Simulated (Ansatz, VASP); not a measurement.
**Ta in VASP and in Ansatz**

```
CELL_PARAMETERS angstrom
2.90037 0.00000 0.00000
-1.45019 2.51180 0.00000
0.00000 0.00000 5.16627
ATOMIC_POSITIONS crystal
Ta 0.75624 0.51249 0.66290
Ta 0.33333 0.66667 0.25000
```

Alike in both runs: task single point; functional PBEsol; k mesh 18 × 18 × 10; occupations gaussian, width 0.15 eV; no spin polarisation.

|  | VASP | Ansatz |
| --- | --- | --- |
| version | VASP 6.6.1 | Ansatz 0.2.0 |
| potentials or method | VASP PAW PBE potentials, release 64 (Ta_pv), cutoff 520 eV | scalar-relativistic, plane waves, PAW |
| valence electrons in the cell | 22 | 26 |

Ansatz gave:

```
gap on the k mesh at the Fermi level (eV)                     : none
pressure (GPa)                                                : 7.3
traceless stress, the component that is largest in VASP (GPa) : 9.85
rms of the force components (eV/Å)                            : 2.176
```

Q: What did VASP give for the same quantities?

A: gap on the k mesh at the Fermi level (eV): none; pressure (GPa): 7.5; traceless stress, the component that is largest in VASP (GPa): 9.79; rms of the force components (eV/Å): 2.186.

VASP's potentials were made for PBE, not for PBEsol. Atom by atom the forces differ by 0.011 eV/Å (rms over components). A gap of «none» marks a metal or a gap that the smearing closes. With one functional, cell and mesh, what is left measures potentials, basis and numerics. VASP's potentials hold 22 valence electrons a cell and Ansatz's 26, so a difference there can come from the potentials and not from the codes.

Spin-orbit coupling is off throughout.
